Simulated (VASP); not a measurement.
## TiN (dsol): relaxation of cell and atoms with PBEsol

The system is TiN (dsol).

```
Ti N
1.0
     0.00000    2.10199    2.10199
     2.10199    0.00000    2.10199
     2.10199    2.10199    0.00000
Ti N
1 1
Direct
  0.00000 0.00000 0.00000
  0.50000 0.50000 0.50000
```

| Item | Value |
| --- | --- |
| Program | VASP 6.6.1 |
| Task | relaxation of cell and atoms |
| Functional | PBEsol |
| Potentials or basis | VASP PAW PBE potentials, release 64 (Ti_sv, N) |
| Cutoff | 600 eV |
| k mesh | 16 × 16 × 16 |
| Occupations | fermi-dirac, width 0.15 eV |
| Spin | no spin polarisation |
| Dipole correction | no |
| Further INCAR settings | ALGO = Normal; EDIFF = 1e-06; IBRION = 2; EDIFFG = -0.001; NSW = 80; ISIF = 3 |

```
Relaxed volume                         : 9.31 Å³/atom
Relaxed cell                           : a = 2.975 Å, b = 2.975 Å, c = 2.975 Å, α = 60.00°, β = 60.00°, γ = 60.00°
Space group after relaxing (to 0.05 Å) : Fm-3m (No. 225)
Energy gained by relaxing              : 0.0 meV/atom
Ionic steps                            : 15
Pressure after relaxing                : 0.0 GPa
```

Final structure:
```
Ti N
1.0
     0.00000    2.10360    2.10360
     2.10360    0.00000    2.10360
     2.10360    2.10360    0.00000
Ti N
1 1
Cartesian
  0.0000 0.0000 0.0000
  2.1036 2.1036 2.1036
```

Levels at points of the mesh, in eV from the Fermi level:
```tsv
k point	band 6	band 7	band 8	band 9	band 10	band 11
(0.00, 0.00, 0.00)	-2.03	-2.03	-2.03	-0.63	-0.63	-0.63
(0.50, 0.00, 0.00)	-8.25	-5.60	-5.60	1.79	1.79	2.50
(0.50, 0.50, 0.00)	-5.88	-3.24	-3.24	-3.20	1.73	2.53
```

Wall time 120 s on 1 thread of Intel(R) Xeon(R) Platinum 8259CL CPU @ 2.50GHz (Skylake/Cascade Lake), on a shared host, peak memory 0.18 GiB.

Caveat: the PAW data sets were made with another functional, which shifts forces and pressure a little.
